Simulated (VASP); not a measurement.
Wanted: the native input for a VASP 6.6.1 run.

| Property | Result |
| --- | --- |
| Task | single point |
| Functional | r2SCAN |
| Potentials or basis | VASP PAW PBE potentials, release 64 (Rh_pv) |
| Cutoff | 520 eV |
| k mesh | 23 × 23 × 23 |
| Occupations | fermi-dirac, width 0.05 eV |
| Spin | collinear spin, ferromagnetic start |
| Starting moments | [1.0] μB |
| Dipole correction | no |
| Further INCAR settings | ALGO = Normal; EDIFF = 1e-07; NBANDS = 18 |

Crystal: Rh.

```
Rh
1.0
     0.00000    1.82088    1.82088
     1.82088    0.00000    1.82088
     1.82088    1.82088    0.00000
Rh
1
Direct
  0.00000 0.00000 0.00000
```

This cell differs from its parent crystal: volume scaled by 0.88.

The input as run:

POSCAR

```
Rh
1.0
    0.0000000000      1.8208825405      1.8208825405
    1.8208825405      0.0000000000      1.8208825405
    1.8208825405      1.8208825405      0.0000000000
Rh
1
Direct
    0.0000000000      0.0000000000      0.0000000000
```

INCAR.step1

```
SYSTEM = Rh
PREC = Accurate
ENCUT = 520
ISMEAR = -1
SIGMA = 0.05
LREAL = .FALSE.
LASPH = .TRUE.
NELM = 150
ISPIN = 2
MAGMOM = 1
LMAXMIX = 4
NBANDS = 18
GGA = PE
ALGO = Normal
EDIFF = 1E-4
LWAVE = .TRUE.
LCHARG = .FALSE.
```

INCAR.step2

```
SYSTEM = Rh
PREC = Accurate
ENCUT = 520
EDIFF = 1E-7
ISMEAR = -1
SIGMA = 0.05
LREAL = .FALSE.
LASPH = .TRUE.
NELM = 150
ALGO = Normal
ISIF = 2
LWAVE = .FALSE.
LCHARG = .FALSE.
ISPIN = 2
MAGMOM = 1
LORBIT = 11
LMAXMIX = 4
METAGGA = R2SCAN
LMIXTAU = .TRUE.
NBANDS = 18
ISTART = 1
```

KPOINTS

```
Automatic mesh
0
G
  23 23 23
  0 0 0
```

Potentials or basis: VASP PAW PBE potentials, release 64 (Rh_pv).

Launch:

```sh
$ cat potpaw_PBE.64/Rh_pv/POTCAR > POTCAR
$ cp INCAR.step1 INCAR
$ mpirun -np 1 vasp_std > vasp.out
$ cp INCAR.step2 INCAR
$ mpirun -np 1 vasp_std > vasp.out
```

Results of the run:

```
Pressure                                              : 52.0 GPa
Net moment                                            : 0.00 μB per cell
Valence electrons inside the program's atomic spheres : Rh 14.10
```

Caveat: the PAW data sets were made with another functional, which shifts forces and pressure a little.

Wall time 5.7 min on 1 thread of AMD EPYC 7R13 (shared host), peak memory 0.23 GiB.
